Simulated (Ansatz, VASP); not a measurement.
This is a calculation of LiH for VASP 6.6.1.

File INCAR:

```
PREC = Accurate
ENCUT = 520
EDIFF = 1E-6
ISMEAR = 0
SIGMA = 0.1
LREAL = F
LASPH = T
NELM = 100
ALGO = Normal
ISIF = 2
LWAVE = F
LCHARG = T
GGA = RP
LELF = T
LVHAR = T
NBANDS = 9
```

File KPOINTS:

```
regular mesh
0
Gamma
  11 11 11
```

File POSCAR:

```
LiH
1.0
    0.0000000000      2.0367500000      2.0367500000
    2.0367500000      0.0000000000      2.0367500000
    2.0367500000      2.0367500000      0.0000000000
Li H
1 1
Direct
    0.0000000000      0.0000000000      0.0000000000
    0.5000000000      0.5000000000      0.5000000000
```

Potentials or basis: VASP PAW PBE potentials, release 64 (Li_sv, H).

The run is started by

```console
$ cat potpaw_PBE.64/Li_sv/POTCAR potpaw_PBE.64/H/POTCAR > POTCAR
$ mpirun -np 1 vasp_std > vasp.out
```

Problem. Translate it to Ansatz 0.2.0. Potentials there: all-electron LAPW, scalar-relativistic.

Solution. As run (the cutoff follows the program's own potentials):

File input.yaml:

```yaml
crystal:
  lattice:
    - [0.0, 2.03675, 2.03675]
    - [2.03675, 0.0, 2.03675]
    - [2.03675, 2.03675, 0.0]
  atoms:
    - { symbol: Li, position: [0.0, 0.0, 0.0] }
    - { symbol: H, position: [0.5, 0.5, 0.5] }
kpoints:
  mp_grid: { grid: [11, 11, 11] }
scf:
  occupations: { method: gaussian, width: 0.1 }
hamiltonian:
  xc: rpbe
  pseudopotentials: { kind: all_electron, lapw: { basis_error: 0.001 } }
output:
  forces: true
  stress: true
  eigenvalues: true
```

Potentials or basis: all-electron LAPW, scalar-relativistic.

Command:

```bash
$ ansatz run input.yaml --threads 1 --pin off --max-ram 3072MiB --backend cpu --events-out ev --progress --plain --runs-dir out
```

Both were run:

|  | VASP | Ansatz | Ansatz less VASP |
| --- | --- | --- | --- |
| gap on the k mesh at the Fermi level (eV) | 3.36 | 3.37 | +0.010 |
| least direct gap on the mesh (eV) | 3.36 | 3.37 | +0.010 |

VASP's potentials were made for PBE, not for RPBE. Ansatz ran all-electron here, and VASP with PAW potentials.

Noted on VASP's run: the cutoff is short for stress, so the pressure is rough.
